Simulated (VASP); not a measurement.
# Ag (Fm-3m) in VASP: settings compared, part 2 of 3

VASP 6.6.1. The steps go on from the part before.

### Step 3. Single point, revPBE+D3(BJ), non-collinear spin, zero start, spin-orbit coupling (volume scaled by 0.94)

Contents of INCAR:

```
  PREC = Accurate
  ENCUT = 520
  EDIFF = 1E-7
  ISMEAR = -1
  SIGMA = 0.01
  LREAL = False
  LASPH = True
  NELM = 150
  ALGO = Fast
  ISIF = 2
  LWAVE = False
  LCHARG = False
  MAGMOM = 0 0 0
  LORBIT = 11
  LSORBIT = True
  GGA_COMPAT = False
  LORBMOM = True
  LMAXMIX = 4
  GGA = RE
  IVDW = 12
  NBANDS = 22
```

Contents of KPOINTS:

```
regular mesh
0
Gamma
  8 8 8
```

Contents of POSCAR:

```
Ag
1.0
    0.0000000000      2.0010495236      2.0010495236
    2.0010495236      0.0000000000      2.0010495236
    2.0010495236      2.0010495236      0.0000000000
Ag
1
Direct
    0.0000000000      0.0000000000      0.0000000000
```

Potentials or basis: VASP PAW PBE potentials, release 64 (Ag).

Launch:

```bash
$ cat potpaw_PBE.64/Ag/POTCAR > POTCAR
$ mpirun -np 1 vasp_ncl > vasp.out
```

OUTCAR:

```text
PREC = Accurate
   ENCUT = 520
   EDIFF = 1E-7
   ISMEAR = -1
   LREAL = False
   LASPH = True
   NELM = 150
   ISIF = 2
   LORBIT = 11
   LSORBIT = True
   GGA = RE
   IVDW = 12
 IVDW          = 12

 ion  position               nearest neighbor table
   1  0.000  0.000  0.000-

  LATTYP: Found a face centered cubic cell.
 ALAT       =     4.0020990472

  Lattice vectors:

 A1 = (   0.0000000000,   2.0010495236,   2.0010495236)
 A2 = (   2.0010495236,   0.0000000000,   2.0010495236)
 A3 = (   2.0010495236,   2.0010495236,   0.0000000000)

Analysis of symmetry for initial positions (statically):
=====================================================================
 Subroutine PRICEL returns:
 Original cell was already a primitive cell.

 Routine SETGRP: Setting up the symmetry group for a
 face centered cubic supercell.

 Subroutine GETGRP returns: Found 48 space group operations
 (whereof 48 operations were pure point group operations)
 out of a pool of 48 trial point group operations.

The static configuration has the point symmetry O_h .

Analysis of symmetry for dynamics (positions and initial velocities):
=====================================================================
 Subroutine PRICEL returns:
 Original cell was already a primitive cell.

 Routine SETGRP: Setting up the symmetry group for a
 face centered cubic supercell.

 Subroutine GETGRP returns: Found 48 space group operations
 (whereof 48 operations were pure point group operations)
 out of a pool of 48 trial point group operations.

The dynamic configuration has the point symmetry O_h .

Analysis of structural, dynamic, and magnetic symmetry:
=====================================================================
 Subroutine PRICEL returns:
 Original cell was already a primitive cell.

 Routine SETGRP: Setting up the symmetry group for a
 face centered cubic supercell.

 Subroutine GETGRP returns: Found 48 space group operations
 (whereof 48 operations were pure point group operations)
 out of a pool of 48 trial point group operations.

The overall configuration has the point symmetry O_h .

 Subroutine INISYM returns: Found 48 space group operations
 (whereof 48 operations are pure point group operations),
 and found     1 'primitive' translations

----------------------------------------------------------------------------------------

                                     Primitive cell

  volume of cell :      16.0252

  direct lattice vectors                    reciprocal lattice vectors
     0.000000000  2.001049524  2.001049524    -0.249868878  0.249868878  0.249868878
     2.001049524  0.000000000  2.001049524     0.249868878 -0.249868878  0.249868878
     2.001049524  2.001049524  0.000000000     0.249868878  0.249868878 -0.249868878

  length of vectors
     2.829911375  2.829911375  2.829911375     0.432785593  0.432785593  0.432785593

  position of ions in fractional coordinates (direct lattice)
     0.000000000  0.000000000  0.000000000

  ion indices of the primitive-cell ions
   primitive index   ion index
                 1           1

----------------------------------------------------------------------------------------

 KPOINTS: regular mesh

Automatic generation of k-mesh.
[... 95 lines left out ...]
   LEPSILON=     F    determine dielectric tensor
   LRPA    =     F    only Hartree local field effects (RPA)
 RMM-DIIS sequential band-by-band and
  energy-cutoff  :      520.00
  volume of cell :       16.03
 maximum number of plane-waves:       890
 NGX is ok and might be reduce to    24
   NGX = 11   NGY = 11   NGZ = 11

 number of electron      11.0000000 magnetization       0.0000000      0.0000000      0.0000000

 number of electron      11.0000002 magnetization      -0.0000000      0.0000000     -0.0000000

 number of electron      11.0000002 magnetization       0.0000000     -0.0000000      0.0000000

 Free energy of the ion-electron system (eV)
  ---------------------------------------------------
  ext. energy  EPLUGINS =         0.00000000
  ---------------------------------------------------
  free energy    TOTEN  =        -2.18412183 eV

  energy without entropy =       -2.18334293  energy(sigma->0) =       -2.18373238

 E-fermi :   9.2263     XC(G=0): -12.4933

 val. band max:        9.2086505497   @ k =   0.5000   0.2500   0.1250
 cond. band min:       9.6986285783   @ k =   0.5000   0.3750   0.1250
 fundamental gap:      0.4899780286
 Fermi energy:         9.2263271683

 k-point     1 :       0.0000    0.0000    0.0000
  band No.  band energies     occupation
      1       1.2090      1.00000
      2       1.2090      1.00000
      3       4.1990      1.00000
      4       4.1990      1.00000
      5       4.1990      1.00000
      6       4.1990      1.00000
[... 589 lines left out ...]
     21      33.4659      0.00000
     22      33.4659      0.00000

 [... further k-points ...]

------------------------ aborting loop because EDIFF is reached ----------------------------------------

 Edisp (eV)   -1.20127

 E8    (eV) :    -0.8425

  FORCE on cell =-STRESS in cart. coord.  units (eV):
  Direction    XX          YY          ZZ          XY          YZ          ZX
  --------------------------------------------------------------------------------------
  -------------------------------------------------------------------------------------
  Total       0.44030     0.44030     0.44030     0.00000     0.00000     0.00000
  in kB      44.02032    44.02032    44.02032     0.00000     0.00000     0.00000
  external pressure =       44.02 kB  Pullay stress =        0.00 kB

 VOLUME and BASIS-vectors are now :
 -----------------------------------------------------------------------------
  energy-cutoff  :      520.00
  volume of cell :       16.03
      direct lattice vectors                 reciprocal lattice vectors
     0.000000000  2.001049524  2.001049524    -0.249868878  0.249868878  0.249868878
     2.001049524  0.000000000  2.001049524     0.249868878 -0.249868878  0.249868878
     2.001049524  2.001049524  0.000000000     0.249868878  0.249868878 -0.249868878

 POSITION                                       TOTAL-FORCE (eV/Angst)
 -----------------------------------------------------------------------------------
      0.00000      0.00000      0.00000         0.000000     -0.000000     -0.000000
 -----------------------------------------------------------------------------------
    total drift:                               -0.000000      0.000000     -0.000000

  FREE ENERGIE OF THE ION-ELECTRON SYSTEM (eV)
  ---------------------------------------------------
  free  energy   TOTEN  =        -3.3853948689 eV

  energy  without entropy=       -3.3846159696  energy(sigma->0) =       -3.38500542

 orbital moment (x)

 # of ion     p       d       tot
 ----------------------------------------
  1         0.000   0.000   0.000
 ----------------------------------------
            0.000   0.000   0.000

 orbital moment (y)

 # of ion     p       d       tot
 ----------------------------------------
  1         0.000   0.000   0.000
 ----------------------------------------
            0.000   0.000   0.000

 orbital moment (z)

 # of ion     p       d       tot
 ----------------------------------------
  1        -0.000   0.000  -0.000
 ----------------------------------------
           -0.000   0.000  -0.000

 Spin-Orbit-Coupling matrix elements

 Ion:    1  E_soc:     -0.0554534
 l=   1
     0.0000000    -0.0021847    -0.0021847
    -0.0021847     0.0000000    -0.0021847
    -0.0021847    -0.0021847     0.0000000
 l=   2
     0.0000000    -0.0014948     0.0000000    -0.0014948    -0.0055628
    -0.0014948     0.0000000    -0.0041721    -0.0014948    -0.0013907
     0.0000000    -0.0041721     0.0000000    -0.0041721     0.0000000
    -0.0014948    -0.0014948    -0.0041721     0.0000000    -0.0013907
    -0.0055628    -0.0013907     0.0000000    -0.0013907     0.0000000
 l=   3
     0.0000000     0.0000000     0.0000000     0.0000000     0.0000000     0.0000000     0.0000000
     0.0000000     0.0000000     0.0000000     0.0000000     0.0000000     0.0000000     0.0000000
     0.0000000     0.0000000     0.0000000     0.0000000     0.0000000     0.0000000     0.0000000
     0.0000000     0.0000000     0.0000000     0.0000000     0.0000000     0.0000000     0.0000000
     0.0000000     0.0000000     0.0000000     0.0000000     0.0000000     0.0000000     0.0000000
     0.0000000     0.0000000     0.0000000     0.0000000     0.0000000     0.0000000     0.0000000
     0.0000000     0.0000000     0.0000000     0.0000000     0.0000000     0.0000000     0.0000000

 total charge

# of ion       s       p       d       tot
------------------------------------------
    1        0.447   0.339   9.168   9.954

 magnetization (x)

# of ion       s       p       d       tot
------------------------------------------
    1       -0.000   0.000   0.000  -0.000

 magnetization (y)

# of ion       s       p       d       tot
------------------------------------------
    1       -0.000  -0.000   0.000  -0.000

 magnetization (z)

# of ion       s       p       d       tot
------------------------------------------
    1       -0.000  -0.000   0.000  -0.000
```

OSZICAR:

```text
N       E                     dE             d eps       ncg     rms          rms(c)
DAV:   1     0.700608014592E+02    0.70061E+02   -0.56367E+03  1276   0.991E+02
DAV:   2    -0.772729721196E+00   -0.70834E+02   -0.65776E+02  1486   0.250E+02
DAV:   3    -0.240917526434E+01   -0.16364E+01   -0.16315E+01  1494   0.407E+01
DAV:   4    -0.241538760488E+01   -0.62123E-02   -0.62119E-02  1414   0.254E+00
DAV:   5    -0.241544912850E+01   -0.61524E-04   -0.61522E-04  1438   0.251E-01    0.634E+00
RMM:   6    -0.219750705599E+01    0.21794E+00   -0.34730E-01  1287   0.584E+00    0.401E+00
RMM:   7    -0.218694541520E+01    0.10562E-01   -0.13255E-02  1404   0.139E+00    0.217E+00
RMM:   8    -0.218410328641E+01    0.28421E-02   -0.11377E-03  1366   0.343E-01    0.462E-01
RMM:   9    -0.218411744751E+01   -0.14161E-04   -0.89222E-05  1458   0.101E-01    0.651E-02
RMM:  10    -0.218411959132E+01   -0.21438E-05   -0.10083E-05  1497   0.296E-02    0.506E-02
RMM:  11    -0.218412179973E+01   -0.22084E-05   -0.21531E-06  1420   0.131E-02    0.299E-03
RMM:  12    -0.218412206926E+01   -0.26953E-06   -0.44243E-07  1308   0.473E-03    0.311E-03
RMM:  13    -0.218412184122E+01    0.22804E-06   -0.54458E-08  1103   0.180E-03    0.853E-04
RMM:  14    -0.218412183121E+01    0.10005E-07   -0.19875E-08   890   0.122E-03
   1 F= -.33853949E+01 E0= -.33850054E+01  d E =-.778899E-03  mag=    -0.0000     0.0000    -0.0000
```

Wall time 31 s (1 thread of Intel Xeon Platinum 8375C at 2.90GHz (Ice Lake), shared host); peak memory 0.2 GiB.

Results:

| Item | Value |
| --- | --- |
| Free energy | -3.3854 eV |
| Pressure | 4.4 GPa |
| Net moment | 0.00 μB per cell |
| Valence electrons inside the program's atomic spheres | Ag 9.95 |
| Dispersion energy per atom | -1.201 eV |

Moments on the atoms (μB; x, y, z):
```
Ag  0.00 0.00 0.00
```

Caveat: the PAW data sets were made with another functional, which shifts forces and pressure a little.

(Continued in part 3 of 3.)
